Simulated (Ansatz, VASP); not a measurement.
CaF2: VASP beside Ansatz

```
Ca F
1.0
     0.00000    2.71961    2.71961
     2.71961    0.00000    2.71961
     2.71961    2.71961    0.00000
Ca F
1 2
Direct
  0.00000 0.00000 0.00000
  0.75000 0.75000 0.75000
  0.25000 0.25000 0.25000
```

Alike in both runs: functional r2SCAN; k mesh 8 × 8 × 8; occupations gaussian, width 0.02 eV; no spin polarisation.

Ansatz relaxed the structure, and its values are those at the end. VASP's run is a single point on that final structure, the one shown.

```csv
,VASP,Ansatz
version,VASP 6.6.1,Ansatz 0.2.0
potentials or method,"VASP PAW PBE potentials, release 64 (Ca_sv, F), cutoff 660 eV","scalar-relativistic, plane waves, PAW"
valence electrons in the cell,24,24
```

|  | VASP | Ansatz | Ansatz less VASP |
| --- | --- | --- | --- |
| gap on the k mesh at the Fermi level (eV) | 8.03 | 8.03 | +0.006 |
| least direct gap on the mesh (eV) | 8.29 | 8.29 | +0.007 |
| pressure (GPa) | 0.4 | 0.0 | -0.41 |

VASP's potentials were made for PBE, not for r2SCAN.
